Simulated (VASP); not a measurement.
Set up this calculation in VASP 6.6.1, as the native input.

* Task: single point
* Functional: r2SCAN
* Potentials or basis: VASP PAW PBE potentials, release 64 (Al)
* Cutoff: 520 eV
* k mesh: 6 × 6 × 4
* Occupations: gaussian, width 0.1 eV
* Spin: no spin polarisation
* Dipole correction: no
* Further INCAR settings: ALGO = Normal; EDIFF = 1e-06; NBANDS = 10

Al:

```xyz
2
Lattice="2.8125 0.0000 0.0000 -1.4062 2.4357 0.0000 0.0000 0.0000 4.8669" Properties=species:S:1:pos:R:3 pbc="T T T"
Al    1.4062    0.8119    3.6501
Al    0.0000    1.6238    1.2167
```

The input as run:

POSCAR

```
Al
1.0
    2.8124553515      0.0000000000      0.0000000000
   -1.4062276757      2.4356577814      0.0000000000
    0.0000000000      0.0000000000      4.8668500000
Al
2
Direct
    0.6666666700      0.3333333300      0.7500000000
    0.3333333300      0.6666666700      0.2500000000
```

INCAR.step1

```
SYSTEM = Al
PREC = Accurate
ENCUT = 520
ISMEAR = 0
SIGMA = 0.1
LREAL = .FALSE.
LASPH = .TRUE.
NELM = 100
NBANDS = 10
GGA = PE
ALGO = Normal
EDIFF = 1E-4
LWAVE = .TRUE.
LCHARG = .FALSE.
```

INCAR.step2

```
SYSTEM = Al
PREC = Accurate
ENCUT = 520
EDIFF = 1E-6
ISMEAR = 0
SIGMA = 0.1
LREAL = .FALSE.
LASPH = .TRUE.
NELM = 100
ALGO = Normal
ISIF = 2
LWAVE = .FALSE.
LCHARG = .FALSE.
METAGGA = R2SCAN
LMIXTAU = .TRUE.
NBANDS = 10
ISTART = 1
```

KPOINTS

```
regular mesh
0
G
  6 6 4
  0 0 0
```

Potentials or basis: VASP PAW PBE potentials, release 64 (Al).

The run is started by

```console
$ cat potpaw_PBE.64/Al/POTCAR > POTCAR
$ cp INCAR.step1 INCAR
$ mpirun -np 1 vasp_std > vasp.out
$ cp INCAR.step2 INCAR
$ mpirun -np 1 vasp_std > vasp.out
```

Results of the run:

```
Pressure               : -2.6 GPa
Band gap on the k mesh : zero (band 3 reaches 11.81 eV, above the bottom of band 4 at 4.71 eV)
```

Caveat: the k points lie up to 0.43 Å⁻¹ apart; the PAW data sets were made with another functional, which shifts forces and pressure a little.

Run time: 13 s on 1 thread of Intel(R) Xeon(R) 6975P-C (Granite Rapids) (shared host), peak memory 0.14 GiB.
